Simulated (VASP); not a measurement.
Input of a VASP 6.6.1 run:

The input INCAR:

```
  PREC = Accurate
  ENCUT = 520
  EDIFF = 1E-6
  ISMEAR = 0
  SIGMA = 0.05
  LREAL = False
  LASPH = True
  NELM = 150
  ALGO = Fast
  ISIF = 2
  LWAVE = False
  LCHARG = True
  ISPIN = 2
  MAGMOM = 2.68 0 0 0
  LORBIT = 11
  LMAXMIX = 4
  LDAU = True
  LDAUTYPE = 2
  LDAUL = 2 -1
  LDAUU = 3.3 0
  LDAUJ = 0 0
  LDAUPRINT = 1
  GGA = PE
  LELF = True
  LVHAR = True
  NBANDS = 27
```

The input KPOINTS:

```
Automatic mesh
0
Gamma
  4 4 4
```

The input POSCAR:

```
CoCl3
1.0
    4.7790041477      0.0000000000      0.0000000000
    0.0000000000      4.7790041477      0.0000000000
    0.0000000000      0.0000000000      4.7790041477
Co Cl
1 3
Direct
    0.0000000000      0.0000000000      0.0000000000
    0.5000000000      0.0000000000      0.0000000000
    0.0000000000      0.0000000000      0.5000000000
    0.0000000000      0.5000000000      0.0000000000
```

Potentials or basis: VASP PAW PBE potentials, release 64 (Co, Cl).

Launch:

```sh
$ cat potpaw_PBE.64/Co/POTCAR potpaw_PBE.64/Cl/POTCAR > POTCAR
$ mpirun -np 1 vasp_std > vasp.out
```

Task: Predict the pressure.

Result: -0.6 GPa.

Task: Predict the net moment.

Result: 3.66 μB per cell.

Task: Estimate the site moments.

Result: Co +2.67; Cl +0.26 μB.

Eigenvalues of the final occupation matrices:
| site | spin | trace | eigenvalues |
| --- | --- | --- | --- |
| site 1 d | 1 | 4.84 | 0.97 0.97 0.97 0.97 0.97 |
| site 1 d | 2 | 2.22 | 0.16 0.16 0.63 0.63 0.63 |

Caveat: a cell with one magnetic atom can't hold antiferromagnetic order, which such compounds often take. The state reached can hang on the start; a lower one may exist.
